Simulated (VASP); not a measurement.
# Eu2BeAs2 (P4/mmm) in VASP: notebook

Eu2BeAs2 is run at these levels: PBE; tasks: single point.

All numbers are computed with VASP 6.6.1; they aren't measurements. Logs are shortened: lines on timing, memory, paths and dates and some standing lists are left out, and cuts for length are marked.

## Step 1: The cell of the first run

It takes space group P4/mmm (No. 123, tetragonal). The conventional cell has a = 5.745 Å, b = 5.745 Å, c = 4.018 Å, α = 90.00°, β = 90.00°, γ = 90.00°. Eu (site symmetry mmm) has 6 As at 2.87 to 3.51 Å and 4 Be at 3.51 Å within 3.8 Å. Within 2.7 Å of Be (site symmetry 4/mmm) lie 2 As at 2.01 Å. Within 2.7 Å of As (site symmetry 4/mmm) lie 2 Be at 2.01 Å. As (site symmetry 4/mmm) has 8 Eu at 3.51 Å and 10 As at 4.02 to 4.53 Å and 4 Be at 4.06 Å within 4.6 Å.

The cell was generated, and may not be a known phase.

## Step 2: Single point, PBE, collinear spin, ferromagnetic start

File INCAR:

```
PREC = Accurate
ENCUT = 520
EDIFF = 1E-6
ISMEAR = 0
SIGMA = 0.1
LREAL = False
LASPH = True
NELM = 150
ALGO = Normal
ISIF = 2
LWAVE = False
LCHARG = False
ISPIN = 2
MAGMOM = 7 7 0 0 0
LORBIT = 11
LMAXMIX = 6
GGA = PE
NBANDS = 35
```

File KPOINTS:

```
regular mesh
0
Gamma
  4 4 4
```

File POSCAR:

```
Eu2BeAs2
1.0
    5.7450377099      0.0000000000      0.0000000000
    0.0000000000      5.7450377099      0.0000000000
    0.0000000000      0.0000000000      4.0177123294
Eu Be As
2 1 2
Direct
    0.0000000000      0.5000000000      0.5000000000
    0.5000000000      0.0000000000      0.5000000000
    0.5000000000      0.5000000000      0.0000000000
    0.5000000000      0.5000000000      0.5000000000
    0.0000000000      0.0000000000      0.0000000000
```

Potentials or basis: VASP PAW PBE potentials, release 64 (Eu, Be, As).

Launch:

```sh
cat potpaw_PBE.64/Eu/POTCAR potpaw_PBE.64/Be/POTCAR potpaw_PBE.64/As/POTCAR > POTCAR
mpirun -np 1 vasp_std > vasp.out
```

OUTCAR:

```text
PREC = Accurate
   ENCUT = 520
   EDIFF = 1E-6
   ISMEAR = 0
   LREAL = False
   LASPH = True
   NELM = 150
   ISIF = 2
   ISPIN = 2
   LORBIT = 11
   GGA = PE

 ion  position               nearest neighbor table
   1  0.000  0.500  0.500-   4 2.87   4 2.87
   2  0.500  0.000  0.500-   4 2.87   4 2.87
   3  0.500  0.500  0.000-   4 2.01   4 2.01
   4  0.500  0.500  0.500-   3 2.01   3 2.01   1 2.87   2 2.87   2 2.87   1 2.87
   5  0.000  0.000  0.000-

  LATTYP: Found a simple tetragonal cell.
 ALAT       =     5.7450377099
 C/A-ratio  =     0.6993361110

  Lattice vectors:

 A1 = (   5.7450377099,   0.0000000000,   0.0000000000)
 A2 = (   0.0000000000,   5.7450377099,   0.0000000000)
 A3 = (   0.0000000000,   0.0000000000,   4.0177123294)

Analysis of symmetry for initial positions (statically):
=====================================================================
 Subroutine PRICEL returns:
 Original cell was already a primitive cell.

 Routine SETGRP: Setting up the symmetry group for a
 simple tetragonal supercell.

 Subroutine GETGRP returns: Found 16 space group operations
 (whereof 16 operations were pure point group operations)
 out of a pool of 16 trial point group operations.

The static configuration has the point symmetry D_4h.

Analysis of symmetry for dynamics (positions and initial velocities):
=====================================================================
 Subroutine PRICEL returns:
 Original cell was already a primitive cell.

 Routine SETGRP: Setting up the symmetry group for a
 simple tetragonal supercell.

 Subroutine GETGRP returns: Found 16 space group operations
 (whereof 16 operations were pure point group operations)
 out of a pool of 16 trial point group operations.

The dynamic configuration has the point symmetry D_4h.

Analysis of structural, dynamic, and magnetic symmetry:
=====================================================================
 Subroutine PRICEL returns:
 Original cell was already a primitive cell.

 Routine SETGRP: Setting up the symmetry group for a
 simple tetragonal supercell.

 Subroutine GETGRP returns: Found 16 space group operations
 (whereof 16 operations were pure point group operations)
 out of a pool of 16 trial point group operations.

The overall configuration has the point symmetry D_4h.

 Subroutine INISYM returns: Found 16 space group operations
 (whereof 16 operations are pure point group operations),
 and found     1 'primitive' translations

----------------------------------------------------------------------------------------

                                     Primitive cell

  volume of cell :     132.6064

  direct lattice vectors                    reciprocal lattice vectors
     5.745037710  0.000000000  0.000000000     0.174063261  0.000000000  0.000000000
     0.000000000  5.745037710  0.000000000     0.000000000  0.174063261  0.000000000
     0.000000000  0.000000000  4.017712329     0.000000000  0.000000000  0.248897860

  length of vectors
     5.745037710  5.745037710  4.017712329     0.174063261  0.174063261  0.248897860

  position of ions in fractional coordinates (direct lattice)
     0.000000000  0.500000000  0.500000000
     0.500000000  0.000000000  0.500000000
     0.500000000  0.500000000  0.000000000
     0.500000000  0.500000000  0.500000000
     0.000000000  0.000000000  0.000000000

  ion indices of the primitive-cell ions
   primitive index   ion index
                 1           1
                 2           2
                 3           3
                 4           4
                 5           5

----------------------------------------------------------------------------------------

 KPOINTS: regular mesh

Automatic generation of k-mesh.
 Grid dimensions read from file:
 generate k-points for:    4    4    4

 Generating k-lattice:

  Cartesian coordinates                     Fractional coordinates (reciprocal lattice)
     0.043515815  0.000000000  0.000000000     0.250000000  0.000000000  0.000000000
     0.000000000  0.043515815  0.000000000     0.000000000  0.250000000  0.000000000
     0.000000000  0.000000000  0.062224465     0.000000000  0.000000000  0.250000000

  Length of vectors
     0.043515815  0.043515815  0.062224465

  Shift w.r.t. Gamma in fractional coordinates (k-lattice)
     0.000000000  0.000000000  0.000000000

 Subroutine IBZKPT returns following result:
 ===========================================

 Found     18 irreducible k-points:

 Following reciprocal coordinates:
            Coordinates               Weight
  0.000000  0.000000  0.000000      1.000000
  0.250000  0.000000  0.000000      4.000000
  0.500000  0.000000  0.000000      2.000000
  0.250000  0.250000  0.000000      4.000000
  0.500000  0.250000  0.000000      4.000000
  0.500000  0.500000  0.000000      1.000000
[... 10 lines left out ...]
  0.500000  0.250000  0.500000      4.000000
  0.500000  0.500000  0.500000      1.000000
   k-points           NKPTS =     18   k-points in BZ     NKDIM =     18   number of bands    NBANDS=     35
   number of dos      NEDOS =    301   number of ions     NIONS =      5
   total plane-waves  NPLWV =  69120
   dimension x,y,z NGX =    48 NGY =   48 NGZ =   30
   dimension x,y,z NGXF=    96 NGYF=   96 NGZF=   60
   ions per type =               2   1   2
   NGX,Y,Z   is equivalent  to a cutoff of  13.89, 13.89, 12.41 a.u.
   NGXF,Y,Z  is equivalent  to a cutoff of  27.78, 27.78, 24.83 a.u.
 SYSTEM =  unknown system
   PREC   = accura    normal or accurate (medium, high low for compatibility)
   ISTART =      0    job   : 0-new  1-cont  2-samecut
   ICHARG =      2    charge: 1-file 2-atom 10-const
   ISPIN  =      2    spin polarized calculation?
   LNONCOLLINEAR =      F non collinear calculations
   LSORBIT =      F    spin-orbit coupling
   LASPH  =      T    aspherical Exc in radial PAW
   ENCUT  =  520.0 eV  38.22 Ry    6.18 a.u.  10.68 10.68  7.47*2*pi/ulx,y,z
   NELM   =    150;   NELMIN=  2; NELMDL= -5     # of ELM steps
   EDIFF  = 0.1E-05   stopping-criterion for ELM
   LREAL  =      F    real-space projection
   EDIFFG = 0.1E-04   stopping-criterion for IOM
   NSW    =      0    number of steps for IOM
   IBRION =     -1    ionic relax: 0-MD 1-quasi-New 2-CG
   NFREE  =      0    steps in history (QN), initial steepest desc. (CG)
   ISIF   =      2    stress and relaxation
   ISYM   =      2    0-nonsym 1-usesym 2-fastsym
   POTIM  = 0.5000    time-step for ionic-motion
   TEBEG  =    0.0;   TEEND  =   0.0 temperature during run
   PSTRESS=    0.0 pullay stress
   NELECT =      46.0000    total number of electrons
   NUPDOWN=      -1.0000    fix difference up-down
   EMIN   =  10.00;   EMAX   =-10.00  energy-range for DOS
   EFERMI =   0.00;   METHOD = LEGACY
   ISMEAR =     0;   SIGMA  =   0.10  broadening in eV -4-tet -1-fermi 0-gaus
   EFERMI_NEDOS =   21; number of points for ismear=-14 and -15
   IALGO  =     38    algorithm
   IMIX   =      4    mixing-type and parameters
     AMIX     =   0.40;   BMIX     =  1.00
     AMIX_MAG =   1.60;   BMIX_MAG =  1.00
  volume/ion in A,a.u.               =      26.52       178.97
  Fermi-wavevector in a.u.,A,eV,Ry     =   1.150286  2.173726 18.002662  1.323158
  Thomas-Fermi vector in A             =   2.286951
   LORBIT       =     11    0 simple, 1 ext, 2 COOP (PROOUT), +10 PAW based schemes
   GGA     = PE    functional components
   LHFCALC =     F    Hartree Fock is set to
   AEXX    =    0.0000 exact exchange contribution
   IVDW    =     0    specifies the selected vdW correction
   LEPSILON=     F    determine dielectric tensor
   LRPA    =     F    only Hartree local field effects (RPA)
 spin polarized calculation
 Gauss-broadening in eV      SIGMA  =   0.10
  energy-cutoff  :      520.00
  volume of cell :      132.61
 maximum number of plane-waves:      3604
 NGX is ok and might be reduce to    48
   NGX = 21   NGY = 21   NGZ = 15

 number of electron      46.0000009 magnetization      14.0044464

 Free energy of the ion-electron system (eV)
  ---------------------------------------------------
  ext. energy  EPLUGINS =         0.00000000
  ---------------------------------------------------
  free energy    TOTEN  =       -38.56206839 eV

  energy without entropy =      -38.54706074  energy(sigma->0) =      -38.55456456

 E-fermi :   3.2164     XC(G=0):  -9.3295

 val. band max:        3.2126921703   @ k =   0.0000   0.0000   0.5000
 cond. band min:       3.2343935928   @ k =   0.0000   0.0000   0.5000
 fundamental gap:      0.0217014225
 Fermi energy:         3.2164056444

 spin component 1

 k-point     1 :       0.0000    0.0000    0.0000
  band No.  band energies     occupation
      1     -38.2448      1.00000
      2     -38.2308      1.00000
      3     -17.1642      1.00000
      4     -17.1642      1.00000
      5     -16.9609      1.00000
      6     -16.9296      1.00000
[... 673 lines left out ...]
     34       4.9518      0.00000
     35       5.3833      0.00000
 Fermi energy:         3.2164056444

 spin component 2

 k-point     1 :       0.0000    0.0000    0.0000
  band No.  band energies     occupation
      1     -35.1652      1.00000
      2     -35.1460      1.00000
      3     -14.9955      1.00000
      4     -14.9955      1.00000
      5     -14.6964      1.00000
      6     -14.6883      1.00000
[... 673 lines left out ...]
     34       7.8015      0.00000
     35       7.8115      0.00000

------------------------ aborting loop because EDIFF is reached ----------------------------------------

  FORCE on cell =-STRESS in cart. coord.  units (eV):
  Direction    XX          YY          ZZ          XY          YZ          ZX
  --------------------------------------------------------------------------------------
  -------------------------------------------------------------------------------------
  Total        0.0116229      0.0116229      0.2096330      0.0000000      0.0000000     -0.0000000
  in kB        0.1404302      0.1404302      2.5328277      0.0000000      0.0000000     -0.0000000
  external PRESSURE =       0.9378960 kB  Pullay stress =       0.0000000 kB

 VOLUME and BASIS-vectors are now :
 -----------------------------------------------------------------------------
  energy-cutoff  :      520.00
  volume of cell :      132.61
      direct lattice vectors                 reciprocal lattice vectors
     5.745037710  0.000000000  0.000000000     0.174063261  0.000000000  0.000000000
     0.000000000  5.745037710  0.000000000     0.000000000  0.174063261  0.000000000
     0.000000000  0.000000000  4.017712329     0.000000000  0.000000000  0.248897860

 POSITION                                       TOTAL-FORCE (eV/Angst)
 -----------------------------------------------------------------------------------
      0.00000      2.87252      2.00886         0.000000      0.000000      0.000000
      2.87252      0.00000      2.00886         0.000000      0.000000      0.000000
      2.87252      2.87252      0.00000         0.000000      0.000000      0.000000
      2.87252      2.87252      2.00886         0.000000      0.000000      0.000000
      0.00000      0.00000      0.00000         0.000000      0.000000      0.000000
 -----------------------------------------------------------------------------------
    total drift:                                0.000000      0.000000     -0.000000

  FREE ENERGIE OF THE ION-ELECTRON SYSTEM (eV)
  ---------------------------------------------------
  free  energy   TOTEN  =       -38.5620683857 eV

  energy  without entropy=      -38.5470607409  energy(sigma->0) =      -38.55456456

 total charge

# of ion       s       p       d       f       tot
--------------------------------------------------
    1        2.037   5.747   0.321   6.636  14.742
    2        2.037   5.747   0.321   6.636  14.742
    3        0.416   0.626   0.000   0.000   1.042
    4        1.194   1.813   0.035   0.000   3.042
    5        1.236   1.411   0.005   0.000   2.652
--------------------------------------------------
tot          6.921  15.344   0.683  13.273  36.220

 magnetization (x)

# of ion       s       p       d       f       tot
--------------------------------------------------
    1       -0.010  -0.112   0.090   6.611   6.579
    2       -0.010  -0.112   0.090   6.611   6.579
    3        0.011   0.026   0.000   0.000   0.037
    4       -0.003  -0.035   0.011   0.000  -0.027
    5       -0.002  -0.060   0.002   0.000  -0.061
--------------------------------------------------
tot         -0.014  -0.294   0.192  13.222  13.106
```

It took 10 min on 1 thread of Intel Xeon 8259CL, shared host; peak memory 0.4 GiB.

Results:

```
Free energy                                           : -38.5621 eV
Pressure                                              : 0.1 GPa
Band gap on the k mesh                                : zero (filled and empty bands overlap)
Net moment                                            : 14.00 μB per cell
Site moments                                          : Eu +6.58; Be +0.04; As -0.03, -0.06 μB
Valence electrons inside the program's atomic spheres : Eu 14.74; Be 1.04; As 3.04, 2.65
```

Stress tensor (GPa, compression positive):
```
0.01 0.00 0.00
0.00 0.01 0.00
0.00 0.00 0.25
```

Levels at points of the mesh, in eV from the Fermi level:
Spin up:
| k point | band 26 | band 27 | band 28 | band 29 | band 30 | band 31 | band 32 | band 33 | band 34 | band 35 |
| --- | --- | --- | --- | --- | --- | --- | --- | --- | --- | --- |
| (0.00, 0.00, 0.00) | -0.27 | -0.24 | -0.23 | -0.12 | -0.06 | 0.17 | 0.17 | 0.81 | 1.44 | 2.29 |
| (0.50, 0.00, 0.00) | -0.28 | -0.27 | -0.27 | -0.25 | -0.05 | 0.27 | 0.80 | 2.35 | 2.48 | 2.60 |
| (0.50, 0.50, 0.00) | -0.30 | -0.26 | -0.25 | -0.24 | -0.24 | 0.76 | 0.76 | 1.24 | 3.69 | 4.00 |
| (0.00, 0.00, 0.50) | -0.25 | -0.25 | -0.22 | 0.00 | 0.00 | 0.02 | 0.02 | 0.52 | 3.10 | 3.42 |
| (0.50, 0.00, 0.50) | -0.28 | -0.27 | -0.24 | -0.22 | -0.16 | -0.09 | 0.20 | 1.50 | 1.87 | 2.66 |
| (0.50, 0.50, 0.50) | -0.27 | -0.25 | -0.25 | -0.24 | -0.23 | 1.41 | 1.41 | 1.74 | 1.74 | 2.17 |
Spin down:
| k point | band 13 | band 14 | band 15 | band 16 | band 17 | band 18 | band 19 | band 20 |
| --- | --- | --- | --- | --- | --- | --- | --- | --- |
| (0.00, 0.00, 0.00) | -2.88 | -0.79 | -0.79 | -0.42 | 0.42 | 0.52 | 0.87 | 2.01 |
| (0.50, 0.00, 0.00) | -2.91 | -2.55 | -1.46 | 0.09 | 0.76 | 1.16 | 2.86 | 2.87 |
| (0.50, 0.50, 0.00) | -4.47 | -1.84 | -1.84 | -0.18 | 0.88 | 1.62 | 1.62 | 3.54 |
| (0.00, 0.00, 0.50) | -2.16 | -2.16 | -1.45 | -1.45 | 0.35 | 0.35 | 1.27 | 3.89 |
| (0.50, 0.00, 0.50) | -2.25 | -1.71 | -1.65 | -0.89 | -0.72 | 0.26 | 2.13 | 2.33 |
| (0.50, 0.50, 0.50) | -3.39 | -1.98 | -1.53 | -1.53 | 1.47 | 1.47 | 2.08 | 2.08 |

Caveat: the k points lie up to 0.39 Å⁻¹ apart, too coarse for converged energies and pressures of a metal; spin-orbit coupling is left out, which moves the levels of the heavy elements; semilocal functionals describe open f shells poorly, which spoils levels, moments and volumes. The state reached can hang on the start; a lower one may exist.

## Step 3: Single point, PBE, collinear spin, ferromagnetic start

This run uses another cell than the first one, of 27.02 Å³/atom.

File INCAR:

```
PREC     = Accurate       # precision mode
ENCUT    = 520            # plane-wave cutoff, eV
EDIFF    = 1E-6           # SCF threshold, eV
ISMEAR   = 0              # smearing method
SIGMA    = 0.1            # smearing width, eV
LREAL    = False          # projectors in reciprocal space
LASPH    = True           # aspherical terms in the spheres
NELM     = 150            # most SCF steps
ALGO     = Fast           # electronic algorithm
ISIF     = 2              # what is computed and relaxed
LWAVE    = False          # write WAVECAR
LCHARG   = True           # write CHGCAR
ISPIN    = 2              # spin polarisation
MAGMOM   = 7 7 0 0 0      # initial moments
LORBIT   = 11             # projections on sites
LMAXMIX  = 6              # l up to which the mixer works
GGA      = PE             # functional
LELF     = True           # ELF
LVHAR    = True         
NBANDS   = 35             # bands
```

File KPOINTS:

```
Automatic mesh
0
Gamma
  4 4 4
```

Changes to POSCAR since step 2:

```diff
@@ -2,5 +2,5 @@
 1.0
-    5.7450377099      0.0000000000      0.0000000000
-    0.0000000000      5.7450377099      0.0000000000
-    0.0000000000      0.0000000000      4.0177123294
+    4.5886260100      0.0000000000      0.0000000000
+    0.0000000000      4.5886260100      0.0000000000
+    0.0000000000      0.0000000000      6.4173497400
 Eu Be As
```

Potentials or basis: VASP PAW PBE potentials, release 64 (Eu, Be, As).

Launch:

```sh
cat potpaw_PBE.64/Eu/POTCAR potpaw_PBE.64/Be/POTCAR potpaw_PBE.64/As/POTCAR > POTCAR
mpirun -np 1 vasp_std > vasp.out
```

It took 30 min on 1 thread of Intel Xeon 8259CL, shared host; peak memory 0.4 GiB.

Results (log left out):

* Free energy: -28.1410 eV
* Pressure: 20.2 GPa
* Net moment: 14.06 μB per cell
* Site moments: Eu +6.57; Be +0.03; As -0.01, -0.06 μB
* Valence electrons inside the program's atomic spheres: Eu 15.23; Be 0.57; As 3.32, 2.56

Stress tensor (GPa, compression positive):
```
 36.76   0.00   0.00
  0.00  36.76   0.00
  0.00   0.00 -13.06
```

Levels at points of the mesh, in eV from the Fermi level:
Spin up:
| k point | band 27 | band 28 | band 29 | band 30 | band 31 | band 32 | band 33 | band 34 |
| --- | --- | --- | --- | --- | --- | --- | --- | --- |
| (0.00, 0.00, 0.00) | -0.36 | -0.32 | -0.28 | -0.28 | 0.40 | 0.40 | 0.48 | 2.53 |
| (0.50, 0.00, 0.00) | -0.38 | -0.37 | -0.09 | -0.01 | 0.08 | 0.99 | 1.65 | 1.77 |
| (0.50, 0.50, 0.00) | -0.38 | -0.35 | -0.35 | -0.29 | -0.25 | 1.54 | 1.57 | 2.50 |
| (0.00, 0.00, 0.50) | -0.36 | -0.33 | -0.33 | -0.32 | 1.28 | 1.49 | 1.57 | 2.28 |
| (0.50, 0.00, 0.50) | -0.32 | -0.21 | -0.09 | 0.01 | 0.36 | 0.95 | 1.54 | 1.56 |
| (0.50, 0.50, 0.50) | -0.38 | -0.36 | -0.33 | -0.33 | -0.29 | 0.43 | 1.15 | 1.52 |
Spin down:
```
           k point  band 12  band 13  band 14  band 15  band 16  band 17  band 18  band 19  band 20  band 21
(0.00, 0.00, 0.00)    -1.75    -0.83    -0.82    -0.82    -0.75    -0.33     1.19     1.19     1.44     1.44
(0.50, 0.00, 0.00)    -3.53    -3.48    -1.48    -0.12     0.16     0.89     1.48     1.91     1.94     2.10
(0.50, 0.50, 0.00)    -4.33    -4.30    -2.33    -2.33    -1.66    -1.55     2.75     2.75     3.03     3.48
(0.00, 0.00, 0.50)    -2.76    -1.12    -1.12    -0.33     0.22     0.28     1.40     1.40     2.06     2.06
(0.50, 0.00, 0.50)    -3.49    -1.75    -1.72    -0.24     0.23     0.37     1.17     1.53     1.99     2.33
(0.50, 0.50, 0.50)    -4.28    -4.28    -2.18    -2.18    -1.00    -0.17     1.28     1.56     1.99     1.99
```

Caveat: the stress differs along the axes, from -13 to 37 GPa; spin-orbit coupling is left out, which moves the levels of the heavy elements; semilocal functionals describe open f shells poorly, which spoils levels, moments and volumes. The state reached can hang on the start; a lower one may exist.

The gap in the log of VASP goes by the Fermi energy; the results here count the filled bands.